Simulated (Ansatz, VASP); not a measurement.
# One calculation of P3O2, two programs

```xyz
5
Lattice="3.6460 0.0000 0.0000 -1.8230 3.1575 0.0000 0.0000 0.0000 5.6726" Properties=species:S:1:pos:R:3 pbc="T T T"
P     0.0000    0.0000    0.0000
P     0.0000    2.1050    3.6588
P     1.8230    1.0525    2.0138
O     0.0000    2.1050    1.3898
O     1.8230    1.0525    4.2828
```

Alike in both runs: task relaxation of cell and atoms; functional PBE; k mesh 6 × 6 × 4; occupations gaussian, width 0.1 eV; no spin polarisation.

|  | VASP | Ansatz |
| --- | --- | --- |
| version | VASP 6.6.1 | Ansatz 0.2.0 |
| potentials or method | VASP PAW PBE potentials, release 64 (P, O), cutoff 600 eV | scalar-relativistic, plane waves, PAW |
| valence electrons in the cell | 27 | 27 |

```tsv
	VASP	Ansatz	Ansatz less VASP
gap on the k mesh at the Fermi level, each at its own relaxed structure (eV)	none	none	-
relaxed volume (Å³/atom)	13.44	17.53	+4.089
relaxed length of the cell vector where the two differ most in proportion (Å)	8.018	10.854	+2.8357
```

A gap of «none» marks a metal or a gap that the smearing closes. One of these differences is far larger than is usual between the two programs; its cause wasn't traced.
